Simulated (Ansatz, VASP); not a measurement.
**One calculation of MgO, two programs**

```xyz
8
Lattice="-3.5171 -0.0025 0.0001 0.0001 -0.0014 -4.2401 -0.0043 -6.1017 -0.0021" Properties=species:S:1:pos:R:3 pbc="T T T"
Mg   -1.7615   -5.0870   -1.0616
Mg   -0.0009   -2.0349   -1.0607
Mg   -0.0033   -4.0682   -3.1815
Mg   -1.7598   -1.0186   -3.1803
O    -1.7612   -5.0879   -3.1817
O    -0.0006   -2.0358   -3.1808
O    -0.0036   -4.0673   -1.0614
O    -1.7601   -1.0177   -1.0603
```

Change from the starting cell: cell x2, atoms moved at random (sigma 0.05 Å) and cell strained at random (1.5 %), then relaxed without symmetry.

Alike in both runs: functional PBE; k mesh 4 × 4 × 2; occupations gaussian, width 0.1 eV; no spin polarisation.

Ansatz relaxed the structure, and its values are those at the end. VASP's run is a single point on that final structure, the one shown.

```csv
,VASP,Ansatz
version,VASP 6.6.1,Ansatz 0.2.0
potentials or method,"VASP PAW PBE potentials, release 64 (Mg, O), cutoff 520 eV","scalar-relativistic, plane waves, PAW"
valence electrons in the cell,32,64
```

|  | VASP | Ansatz | Ansatz less VASP |
| --- | --- | --- | --- |
| gap on the k mesh at the Fermi level (eV) | 3.26 | 3.28 | +0.017 |
| least direct gap on the mesh (eV) | 3.26 | 3.28 | +0.017 |
| pressure (GPa) | -0.5 | 0.0 | +0.49 |

With one functional, cell and mesh, what is left measures potentials, basis and numerics. VASP's potentials hold 32 valence electrons a cell and Ansatz's 64, so a difference there can come from the potentials and not from the codes.

The k mesh is coarse, so the values compare programs but aren't converged.
